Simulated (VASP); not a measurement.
Set up this calculation in VASP 6.6.1, as the native input.

```
Task                   : single point
Functional             : PBE
Potentials or basis    : VASP PAW PBE potentials, release 64 (As)
Cutoff                 : 520 eV
k mesh                 : 14 × 14 × 10
Occupations            : gaussian, width 0.1 eV
Spin                   : no spin polarisation
Dipole correction      : no
Further INCAR settings : ALGO = Normal; EDIFF = 1e-06; NBANDS = 14
```

The structure of As lies in POSCAR:

```
As
1.0
    1.7386321624     -5.0523876166      0.0319301130
    1.7386321624      5.0523876166      0.0319301130
   -0.0823442803      0.0000000000      4.3310468784
As
3
Direct
   -0.0008910891      0.3298751864      0.8447672395
    0.1643939303      0.1643939303      0.3798378894
    0.3298751864     -0.0008910891      0.8447672395
```

The cell was built from a structure type or drawn by symmetry, and may not be a known phase.

These files were run (other wordings do the same):

INCAR

```
  PREC = Accurate
  ENCUT = 520
  EDIFF = 1E-6
  ISMEAR = 0
  SIGMA = 0.1
  LREAL = False
  LASPH = True
  NELM = 60
  ALGO = Normal
  ISIF = 2
  LWAVE = False
  LCHARG = True
  GGA = PE
  LELF = True
  LVHAR = True
  NBANDS = 14
```

KPOINTS

```
regular mesh
0
Gamma
  14 14 10
```

Potentials or basis: VASP PAW PBE potentials, release 64 (As).

The run is started by

```console
$ cat potpaw_PBE.64/As/POTCAR > POTCAR
$ mpirun -np 1 vasp_std > vasp.out
```

It gave:

```
Pressure               : 0.2 GPa
Largest force          : 0.048 eV/Å
Band gap on the k mesh : zero (an odd number of electrons rules out a gap without spin polarisation)
```

It took 4.3 min on 1 thread of AMD EPYC 9R45 96-Core Processor (Zen 5) (shared host), peak memory 0.54 GiB.
